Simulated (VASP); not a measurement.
Write the native input for VASP 6.6.1 that does the following.

* Task: relaxation of cell and atoms
* Functional: revPBE
* Dispersion: D4
* Potentials or basis: VASP PAW PBE potentials, release 64 (Ga_d, P)
* Cutoff: 600 eV
* k mesh: 8 × 8 × 8
* Occupations: fermi-dirac, width 0.05 eV
* Spin: no spin polarisation
* Dipole correction: no
* Further INCAR settings: ALGO = Normal; EDIFF = 1e-06; IBRION = 2; EDIFFG = -0.02; NSW = 80; ISIF = 3

The structure of GaP lies in POSCAR:

```
GaP
1.0
    0.0000000000      2.7252500000      2.7252500000
    2.7252500000      0.0000000000      2.7252500000
    2.7252500000      2.7252500000      0.0000000000
Ga P
1 1
Direct
    0.0000000000      0.0000000000      0.0000000000
    0.7500000000      0.7500000000      0.7500000000
```

These files were run (other wordings do the same):

INCAR

```
PREC = Accurate
ENCUT = 600
EDIFF = 1E-6
ISMEAR = -1
SIGMA = 0.05
LREAL = False
LASPH = True
NELM = 80
ALGO = Normal
ISIF = 3
LWAVE = False
LCHARG = False
GGA = RE
IVDW = 13
IBRION = 2
NSW = 80
EDIFFG = -0.02
```

KPOINTS

```
Automatic mesh
0
Gamma
  8 8 8
```

Potentials or basis: VASP PAW PBE potentials, release 64 (Ga_d, P).

Command:

```sh
$ cat potpaw_PBE.64/Ga_d/POTCAR potpaw_PBE.64/P/POTCAR > POTCAR
$ mpirun -np 1 vasp_std > vasp.out
```

It gave:

The relaxed volume is 19.70 Å³/atom, the relaxed cell is a = 3.820 Å, b = 3.820 Å, c = 3.820 Å, α = 60.00°, β = 60.00°, γ = 60.00° and the space group after relaxing (to 0.1 Å) is F-43m (No. 216). The energy gained by relaxing is 3.9 meV/atom, the ionic steps are 3 and the pressure after relaxing is 0.0 GPa. The band gap on the k mesh is 1.66 eV (least direct gap 2.15 eV) and the dispersion energy per atom is -0.724 eV.

Caveat: the PAW data sets were made with another functional, which shifts forces and pressure a little.

Wall time 46 s on 1 thread of Intel Xeon 8259CL, on a shared host, peak memory 0.19 GiB.
